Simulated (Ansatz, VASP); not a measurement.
MnO2: VASP beside Ansatz

INCAR

```
SYSTEM = MnO2
PREC     = Accurate       ! precision mode
ENCUT    = 700            ! plane-wave cutoff, eV
EDIFF    = 1E-6           ! SCF threshold, eV
ISMEAR   = -1             ! smearing method
SIGMA    = 0.05           ! smearing width, eV
LREAL    = .FALSE.        ! projectors in reciprocal space
LASPH    = .TRUE.         ! aspherical terms in the spheres
NELM     = 200            ! most SCF steps
ALGO     = Normal         ! electronic algorithm
ISIF     = 2              ! what is computed and relaxed
LWAVE    = .FALSE.        ! write WAVECAR
LCHARG   = .TRUE.         ! write CHGCAR
ISPIN    = 2              ! spin polarisation
MAGMOM   = 4 0 0          ! initial moments
LORBIT   = 11             ! projections on sites
LMAXMIX  = 4              ! l up to which the mixer works
LELF     = .TRUE.         ! ELF
LVHAR    = .TRUE.       
NBANDS   = 24             ! bands
GGA_COMPAT= .FALSE.
```

File KPOINTS:

```
Automatic mesh
0
G
  11 11 11
  0 0 0
```

The input POSCAR:

```
MnO2
1.0
    1.3992749259      0.8078717551      4.4903556470
   -1.3992749259      0.8078717551      4.4903556470
    0.0000000000     -1.6157435103      4.4903556470
Mn O
1 2
Direct
    0.0000000000      0.0000000000      0.0000000000
    0.7356355100      0.7356355100      0.7356355100
    0.2643644900      0.2643644900      0.2643644900
```

input.yaml

```yaml
crystal:
  lattice:
    - [1.3992749259, 0.8078717551, 4.490355647]
    - [-1.3992749259, 0.8078717551, 4.490355647]
    - [0.0, -1.6157435103, 4.490355647]
  atoms:
    - { symbol: Mn, position: [0.0, 0.0, 0.0], spin: 4.0 }
    - { symbol: O, position: [0.73563551, 0.73563551, 0.73563551] }
    - { symbol: O, position: [0.26436449, 0.26436449, 0.26436449] }
hamiltonian:
  xc: lda
  pseudopotentials: { kind: paw }
magnetization:
  spin_polarized: true
kpoints:
  mp_grid: { grid: [11, 11, 11] }
scf:
  occupations: { method: fermi_dirac, width: 0.05 }
output:
  forces: true
  stress: true
  eigenvalues: true
```

Alike in both runs: task single point; functional LDA; k mesh 11 × 11 × 11; occupations fermi-dirac, width 0.05 eV; collinear spin.

|  | VASP | Ansatz |
| --- | --- | --- |
| version | VASP 6.6.1 | Ansatz 0.2.0 |
| potentials or method | VASP PAW LDA potentials, release 64 (Mn_sv, O) | Ansatz PAW |
| plane-wave cutoff (eV) | 700 | 420 |
| valence electrons in the cell | 27 | 27 |

```tsv
	VASP	Ansatz	Ansatz less VASP
gap on the k mesh at the Fermi level (eV)	0.13	0.24	+0.119
least direct gap on the mesh (eV)	0.16	0.28	+0.124
pressure (GPa)	4.6	4.5	-0.09
traceless stress, the component that is largest in VASP (GPa)	-1.69	-1.41	+0.279
rms of the force components (eV/Å)	0.196	0.182	-0.0141
net moment per atom (μB)	1.00	1.00	+0.002
size of the moment on the site where the two differ most (μB)	2.62	2.40	-0.225
```

LDA's correlation is that of Perdew and Zunger in VASP and of Perdew and Wang (1992) in Ansatz. Site moments also hang on the region over which each program counts them. Atom by atom the forces differ by 0.014 eV/Å (rms over components).

Noted on Ansatz's run: Pulay correction over one GPa; odd divisions of the mesh miss points on the zone boundary, where band edges often lie, so the gap on the mesh can be too wide.
